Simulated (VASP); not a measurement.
# Sc in VASP: further runs

The runs below take Sc through single point, with PBEsol.

Everything below comes from runs of VASP 6.6.1. Logs are shortened: lines on timing, memory, paths and dates and some standing lists are left out, and cuts for length are marked.

### Step 1. The cell of the first run

The cell holds a slab with vacuum, 8 atoms: a = 3.277 Å, b = 5.083 Å, c = 24.460 Å, α = 90.00°, β = 90.00°, γ = 90.00°.

### Step 2. Single point, PBEsol

INCAR

```
ALGO = Normal ; DIPOL = 0.5 0.5 0.500
EDIFF = 1E-7 ; ENCUT = 520
GGA = PS ; IDIPOL = 3
ISIF = 2 ; ISMEAR = 0
LASPH = T ; LCHARG = F
LDIPOL = T ; LREAL = F
LWAVE = F ; NBANDS = 54
NELM = 100 ; PREC = Accurate
SIGMA = 0.1
```

KPOINTS

```
k-points
0
Gamma
  11 7 1
```

POSCAR

```
Sc
1.0
    3.2769193513      0.0000000000      0.0000000000
    0.0000000000      5.0825078105      0.0000000000
    0.0000000000      0.0000000000     24.4596513480
Sc
8
Direct
    0.0000000000      0.7500000000      0.3095359350
    0.5000000000      0.2500000000      0.3505651251
    0.5000000000      0.7500000000      0.4201133540
    0.0000000000      0.2500000000      0.4609636993
    0.0000000000      0.7500000000      0.5390363004
    0.5000000000      0.2500000000      0.5798866475
    0.5000000000      0.7500000000      0.6494348752
    0.0000000000      0.2500000000      0.6904640635
```

Potentials or basis: VASP PAW PBE potentials, release 64 (Sc_sv).

Run with:

```console
> cat potpaw_PBE.64/Sc_sv/POTCAR > POTCAR
> mpirun -np 1 vasp_std > vasp.out
```

OUTCAR:

```text
EDIFF = 1E-7
   ENCUT = 520
   GGA = PS
   ISIF = 2
   ISMEAR = 0
   LASPH = T
   LREAL = F
   NELM = 100
   PREC = Accurate

 ion  position               nearest neighbor table
   1  0.000  0.750  0.310-   3 3.16   3 3.16   2 3.19   2 3.19   2 3.19   2 3.19
   2  0.500  0.250  0.351-   3 3.06   3 3.06   4 3.16   4 3.16   1 3.19   1 3.19   1 3.19   1 3.19

   3  0.500  0.750  0.420-   2 3.06   2 3.06   1 3.16   1 3.16   4 3.18   4 3.18   4 3.18   4 3.18
                             5 3.34   5 3.34
   4  0.000  0.250  0.461-   2 3.16   2 3.16   5 3.18   5 3.18   3 3.18   3 3.18   3 3.18   3 3.18
                             6 3.34   6 3.34
   5  0.000  0.750  0.539-   7 3.16   7 3.16   4 3.18   4 3.18   6 3.18   6 3.18   6 3.18   6 3.18
                             3 3.34   3 3.34
   6  0.500  0.250  0.580-   7 3.06   7 3.06   8 3.16   8 3.16   5 3.18   5 3.18   5 3.18   5 3.18
                             4 3.34   4 3.34
   7  0.500  0.750  0.649-   6 3.06   6 3.06   5 3.16   5 3.16   8 3.19   8 3.19   8 3.19   8 3.19

   8  0.000  0.250  0.690-   6 3.16   6 3.16   7 3.19   7 3.19   7 3.19   7 3.19

  LATTYP: Found a simple orthorhombic cell.
 ALAT       =     3.2769193513
 B/A-ratio  =     1.5510017994
 C/A-ratio  =     7.4642213390

  Lattice vectors:

 A1 = (   3.2769193513,   0.0000000000,   0.0000000000)
 A2 = (   0.0000000000,   5.0825078105,   0.0000000000)
 A3 = (   0.0000000000,   0.0000000000,  24.4596513480)

Analysis of symmetry for initial positions (statically):
=====================================================================
 Subroutine PRICEL returns:
 Original cell was already a primitive cell.

 Routine SETGRP: Setting up the symmetry group for a
 simple orthorhombic supercell.

 Subroutine GETGRP returns: Found  8 space group operations
 (whereof  4 operations were pure point group operations)
 out of a pool of  8 trial point group operations.

The static configuration has the point symmetry C_2h.
 The point group associated with its full space group is D_2h.

Analysis of symmetry for dynamics (positions and initial velocities):
=====================================================================
 Subroutine PRICEL returns:
 Original cell was already a primitive cell.

 Routine SETGRP: Setting up the symmetry group for a
 simple orthorhombic supercell.

 Subroutine GETGRP returns: Found  8 space group operations
 (whereof  4 operations were pure point group operations)
 out of a pool of  8 trial point group operations.

The dynamic configuration has the point symmetry C_2h.
 The point group associated with its full space group is D_2h.

 Subroutine INISYM returns: Found  8 space group operations
 (whereof  4 operations are pure point group operations),
 and found     1 'primitive' translations

----------------------------------------------------------------------------------------

                                     Primitive cell

  volume of cell :     407.3747

  direct lattice vectors                    reciprocal lattice vectors
     3.276919351  0.000000000  0.000000000     0.305164666  0.000000000  0.000000000
     0.000000000  5.082507811  0.000000000     0.000000000  0.196753264  0.000000000
     0.000000000  0.000000000 24.459651348     0.000000000  0.000000000  0.040883657

  length of vectors
     3.276919351  5.082507811 24.459651348     0.305164666  0.196753264  0.040883657

  position of ions in fractional coordinates (direct lattice)
     0.000000000  0.750000000  0.309535935
     0.500000000  0.250000000  0.350565125
     0.500000000  0.750000000  0.420113354
     0.000000000  0.250000000  0.460963699
     0.000000000  0.750000000  0.539036300
     0.500000000  0.250000000  0.579886647
     0.500000000  0.750000000  0.649434875
     0.000000000  0.250000000  0.690464064

  ion indices of the primitive-cell ions
   primitive index   ion index
                 1           1
                 2           2
                 3           3
                 4           4
                 5           5
                 6           6
                 7           7
                 8           8

----------------------------------------------------------------------------------------

 KPOINTS: k-points

Automatic generation of k-mesh.
 Grid dimensions read from file:
 generate k-points for:   11    7    1

 Generating k-lattice:

  Cartesian coordinates                     Fractional coordinates (reciprocal lattice)
     0.027742242  0.000000000  0.000000000     0.090909091  0.000000000  0.000000000
     0.000000000  0.028107609  0.000000000     0.000000000  0.142857143  0.000000000
     0.000000000  0.000000000  0.040883657     0.000000000  0.000000000  1.000000000

  Length of vectors
     0.027742242  0.028107609  0.040883657

  Shift w.r.t. Gamma in fractional coordinates (k-lattice)
     0.000000000  0.000000000  0.000000000

 Subroutine IBZKPT returns following result:
 ===========================================

 Found     24 irreducible k-points:

 Following reciprocal coordinates:
            Coordinates               Weight
  0.000000  0.000000  0.000000      1.000000
  0.090909  0.000000  0.000000      2.000000
  0.181818  0.000000  0.000000      2.000000
  0.272727  0.000000  0.000000      2.000000
  0.363636  0.000000  0.000000      2.000000
  0.454545  0.000000  0.000000      2.000000
[... 16 lines left out ...]
  0.363636  0.428571  0.000000      4.000000
  0.454545  0.428571  0.000000      4.000000
   k-points           NKPTS =     24   k-points in BZ     NKDIM =     24   number of bands    NBANDS=     54
   number of dos      NEDOS =    301   number of ions     NIONS =      8
   total plane-waves  NPLWV = 184320
   dimension x,y,z NGX =    24 NGY =   40 NGZ =  192
   dimension x,y,z NGXF=    48 NGYF=   80 NGZF=  384
   ions per type =               8
   NGX,Y,Z   is equivalent  to a cutoff of  12.18, 13.08, 13.05 a.u.
   NGXF,Y,Z  is equivalent  to a cutoff of  24.35, 26.17, 26.10 a.u.
 SYSTEM =  unknown system
   PREC   = accura    normal or accurate (medium, high low for compatibility)
   ISTART =      0    job   : 0-new  1-cont  2-samecut
   ICHARG =      2    charge: 1-file 2-atom 10-const
   ISPIN  =      1    spin polarized calculation?
   LNONCOLLINEAR =      F non collinear calculations
   LSORBIT =      F    spin-orbit coupling
   LASPH  =      T    aspherical Exc in radial PAW
   ENCUT  =  520.0 eV  38.22 Ry    6.18 a.u.   6.09  9.45 45.48*2*pi/ulx,y,z
   NELM   =    100;   NELMIN=  2; NELMDL= -5     # of ELM steps
   EDIFF  = 0.1E-06   stopping-criterion for ELM
   LREAL  =      F    real-space projection
   EDIFFG = 0.1E-05   stopping-criterion for IOM
   NSW    =      0    number of steps for IOM
   IBRION =     -1    ionic relax: 0-MD 1-quasi-New 2-CG
   NFREE  =      0    steps in history (QN), initial steepest desc. (CG)
   ISIF   =      2    stress and relaxation
   ISYM   =      2    0-nonsym 1-usesym 2-fastsym
   POTIM  = 0.5000    time-step for ionic-motion
   TEBEG  =    0.0;   TEEND  =   0.0 temperature during run
   PSTRESS=    0.0 pullay stress
   NELECT =      88.0000    total number of electrons
   NUPDOWN=      -1.0000    fix difference up-down
   EMIN   =  10.00;   EMAX   =-10.00  energy-range for DOS
   EFERMI =   0.00;   METHOD = LEGACY
   ISMEAR =     0;   SIGMA  =   0.10  broadening in eV -4-tet -1-fermi 0-gaus
   EFERMI_NEDOS =   21; number of points for ismear=-14 and -15
   IALGO  =     38    algorithm
   IMIX   =      4    mixing-type and parameters
     AMIX     =   0.40;   BMIX     =  1.00
     AMIX_MAG =   1.60;   BMIX_MAG =  1.00
  volume/ion in A,a.u.               =      50.92       343.64
  Fermi-wavevector in a.u.,A,eV,Ry     =   0.982285  1.856250 13.128053  0.964885
  Thomas-Fermi vector in A             =   2.113356
   LORBIT       =      0    0 simple, 1 ext, 2 COOP (PROOUT), +10 PAW based schemes
   GGA     = PS    functional components
   LHFCALC =     F    Hartree Fock is set to
   AEXX    =    0.0000 exact exchange contribution
   IVDW    =     0    specifies the selected vdW correction
   LEPSILON=     F    determine dielectric tensor
   LRPA    =     F    only Hartree local field effects (RPA)
 non-spin polarized calculation
 Gauss-broadening in eV      SIGMA  =   0.10
  energy-cutoff  :      520.00
  volume of cell :      407.37
 maximum number of plane-waves:     11046
   NGX = 13   NGY = 19   NGZ = 91

 dipolmoment           0.000000      0.000000      0.000000 electrons x Angstroem

 number of electron      88.0000003 magnetization

 dipolmoment           0.000000      0.000000     -0.000000 electrons x Angstroem

 Free energy of the ion-electron system (eV)
  ---------------------------------------------------
  ext. energy  EPLUGINS =         0.00000000
  ---------------------------------------------------
  free energy    TOTEN  =       -50.15335423 eV

  energy without entropy =      -50.07857174  energy(sigma->0) =      -50.11596298

 E-fermi :  -0.0446     XC(G=0):  -5.4985

 val. band max:       -0.0504757229   @ k =   0.0000   0.1429   0.0000
 cond. band min:      -0.0431596603   @ k =   0.2727   0.4286   0.0000
 fundamental gap:      0.0073160626
 Fermi energy:        -0.0445550723

 k-point     1 :       0.0000    0.0000    0.0000
  band No.  band energies     occupation
      1     -49.6502      2.00000
      2     -49.6502      2.00000
      3     -49.1667      2.00000
      4     -49.1650      2.00000
      5     -49.0841      2.00000
      6     -49.0518      2.00000
[... 46 lines left out ...]
     53       1.4308      0.00000
     54       1.5465      0.00000

 k-point     2 :       0.0909    0.0000    0.0000
  band No.  band energies     occupation
      1     -49.6485      2.00000
      2     -49.6485      2.00000
      3     -49.1649      2.00000
      4     -49.1634      2.00000
      5     -49.0822      2.00000
      6     -49.0503      2.00000
[... 1246 lines left out ...]
 k-point    24 :       0.4545    0.4286    0.0000
  band No.  band energies     occupation
      1     -49.6296      2.00000
      2     -49.6296      2.00000
      3     -49.1428      2.00000
      4     -49.1428      2.00000
      5     -49.0493      2.00000
      6     -49.0430      2.00000
[... 46 lines left out ...]
     53       1.0957      0.00000
     54       1.1021      0.00000

------------------------ aborting loop because EDIFF is reached ----------------------------------------

 vacuum level on the upper side and lower side of the slab       (xc-potential included)        -0.156        -0.156

  FORCE on cell =-STRESS in cart. coord.  units (eV):
  Direction    XX          YY          ZZ          XY          YZ          ZX
  --------------------------------------------------------------------------------------
  -------------------------------------------------------------------------------------
  Total       -0.4974643     -2.3520088      0.0046959      0.0000000      0.0000000      0.0000000
  in kB       -1.9564935     -9.2502921      0.0184686      0.0000000      0.0000000      0.0000000
  external PRESSURE =      -3.7294390 kB  Pullay stress =       0.0000000 kB

 VOLUME and BASIS-vectors are now :
 -----------------------------------------------------------------------------
  energy-cutoff  :      520.00
  volume of cell :      407.37
      direct lattice vectors                 reciprocal lattice vectors
     3.276919351  0.000000000  0.000000000     0.305164666  0.000000000  0.000000000
     0.000000000  5.082507811  0.000000000     0.000000000  0.196753264  0.000000000
     0.000000000  0.000000000 24.459651348     0.000000000  0.000000000  0.040883657

 POSITION                                       TOTAL-FORCE (eV/Angst)
 -----------------------------------------------------------------------------------
      0.00000      3.81188      7.57114         0.000000      0.000000     -0.007039
      1.63846      1.27063      8.57470         0.000000     -0.000000     -0.004761
      1.63846      3.81188     10.27583         0.000000      0.000000      0.000904
      0.00000      1.27063     11.27501         0.000000     -0.000000      0.000809
      0.00000      3.81188     13.18464        -0.000000      0.000000     -0.000809
      1.63846      1.27063     14.18383         0.000000     -0.000000     -0.000904
      1.63846      3.81188     15.88495         0.000000     -0.000000      0.004761
      0.00000      1.27063     16.88851         0.000000     -0.000000      0.007039
 -----------------------------------------------------------------------------------
    total drift:                                0.000000     -0.000000     -0.000003

  FREE ENERGIE OF THE ION-ELECTRON SYSTEM (eV)
  ---------------------------------------------------
  free  energy   TOTEN  =       -50.1533542261 eV

  energy  without entropy=      -50.0785717400  energy(sigma->0) =      -50.11596298

 vacuum level on the upper side and lower side of the slab         3.418         3.418
```

Wall time 9.9 min (1 thread of Intel Xeon 6975P-C (Granite Rapids), shared host); peak memory 0.62 GiB.

Results:

- Free energy: -50.1534 eV
- Largest force: 0.007 eV/Å
- Band gap on the k mesh: zero (band 44 reaches 0.19 eV, above the bottom of band 45 at -0.38 eV)

Forces in eV/Å, atoms in the order of the input:
```
Sc   0.000  0.000 -0.007
Sc   0.000  0.000 -0.005
Sc   0.000  0.000  0.001
Sc   0.000  0.000  0.001
Sc   0.000  0.000 -0.001
Sc   0.000  0.000 -0.001
Sc   0.000  0.000  0.005
Sc   0.000  0.000  0.007
```

Caveat: the PAW data sets were made with another functional, which shifts forces and pressure a little.

### Step 3. Single point, PBEsol

INCAR

```
ALGO = Normal
DIPOL = 0.5 0.5 0.500
EDIFF = 1E-7
ENCUT = 520
GGA = PS
IDIPOL = 3
ISIF = 2
ISMEAR = 0
LASPH = T
LCHARG = T
LDIPOL = T
LELF = T
LREAL = F
LVACPOTAV = T
LVHAR = T
LWAVE = F
NBANDS = 54
NELM = 100
PREC = Accurate
SIGMA = 0.1
```

KPOINTS is that of step 2.

POSCAR

```
Sc
1.0
    3.2769193513      0.0000000000      0.0000000000
    0.0000000000      5.0825078105      0.0000000000
    0.0000000000      0.0000000000     24.4596513480
Sc
8
Direct
    0.0000000000      0.7500000000      0.3066274287
    0.5000000000      0.2500000000      0.3453019430
    0.5000000000      0.7500000000      0.4226509715
    0.0000000000      0.2500000000      0.4613254857
    0.0000000000      0.7500000000      0.5386745143
    0.5000000000      0.2500000000      0.5773490285
    0.5000000000      0.7500000000      0.6546980570
    0.0000000000      0.2500000000      0.6933725713
```

Potentials or basis: VASP PAW PBE potentials, release 64 (Sc_sv).

Run with:

```console
> cat potpaw_PBE.64/Sc_sv/POTCAR > POTCAR
> mpirun -np 1 vasp_std > vasp.out
```

It took 10 min on 1 thread of Intel Xeon 6975P-C (Granite Rapids), shared host; peak memory 0.63 GiB.

Results (log left out):

| Item | Value |
| --- | --- |
| Free energy | -50.0528 eV |
| Largest force | 0.468 eV/Å |
| Band gap on the k mesh | zero (band 44 reaches 0.15 eV, above the bottom of band 45 at -0.44 eV) |

Forces in eV/Å, atoms in the order of the input:
```
Sc   0.000  0.000  0.184
Sc   0.000  0.000  0.407
Sc   0.000  0.000 -0.468
Sc   0.000  0.000 -0.220
Sc   0.000  0.000  0.220
Sc   0.000  0.000  0.468
Sc   0.000  0.000 -0.407
Sc   0.000  0.000 -0.184
```

Levels at points of the mesh, in eV from the Fermi level:
```
           k point  band 41  band 42  band 43  band 44  band 45  band 46  band 47  band 48
(0.00, 0.00, 0.00)    -0.60    -0.29    -0.24    -0.12     0.30     0.36     0.76     0.92
```

Caveat: the PAW data sets were made with another functional, which shifts forces and pressure a little.
